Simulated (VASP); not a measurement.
A run of VASP 6.6.1 is set up as follows.

The input INCAR:

```
PREC     = Accurate       # precision mode
ENCUT    = 520            # plane-wave cutoff, eV
EDIFF    = 1E-6           # SCF threshold, eV
ISMEAR   = 0              # smearing method
SIGMA    = 0.1            # smearing width, eV
LREAL    = F              # projectors in reciprocal space
LASPH    = T              # aspherical terms in the spheres
NELM     = 80             # most SCF steps
ALGO     = Normal         # electronic algorithm
ISIF     = 2              # what is computed and relaxed
LWAVE    = F              # write WAVECAR
LCHARG   = F              # write CHGCAR
GGA      = PE             # functional
NBANDS   = 46             # bands
```

The input KPOINTS:

```
Automatic mesh
0
Gamma
  4 2 2
```

The input POSCAR:

```
Mg2CdS3
1.0
    3.7733842817      0.0002679070     -0.0000389836
    0.0001746634      6.5145110108     -0.0056749908
   -0.0001233359     -0.0079466119      9.2214948332
Mg Cd S
4 2 6
Direct
    0.0000311413      0.3331868904      0.6621435812
    0.4999445284      0.8332229382      0.6621280720
    0.4999731339      0.1668099179      0.3378428333
    0.0000665234      0.6667785519      0.3378870091
    0.4999768061      0.5000170143     -0.0000087526
    0.0000256258      0.9999819918      1.0000113592
    0.9999849808      0.0000164711      0.4999925079
    0.5000136431      0.5000006613      0.5000060920
    0.0000086999      0.3331779707      0.1780383815
    0.5000380377      0.8331622881      0.1780422028
    0.4999920813      0.1668207456      0.8219700544
   -0.0000552017      0.6668245589      0.8219466593
```

Potentials or basis: VASP PAW PBE potentials, release 64 (Mg, Cd, S).

Launch:

```sh
$ cat potpaw_PBE.64/Mg/POTCAR potpaw_PBE.64/Cd/POTCAR potpaw_PBE.64/S/POTCAR > POTCAR
$ mpirun -np 1 vasp_std > vasp.out
```

What does it give for the largest force?

0.046 eV/Å.

Predict the pressure.

0.0 GPa.

Forces in eV/Å, atoms in the order of the input:
```
Mg   0.000  0.001 -0.007
Mg   0.000  0.000 -0.007
Mg   0.000 -0.001  0.007
Mg   0.000  0.000  0.006
Cd   0.000  0.000  0.000
Cd   0.000  0.000  0.000
S    0.000  0.000  0.000
S    0.000  0.000  0.000
S    0.000  0.001  0.046
S    0.000  0.001  0.046
S    0.000 -0.001 -0.046
S    0.000 -0.001 -0.046
```

Caveat: the k points lie up to 0.48 Å⁻¹ apart.
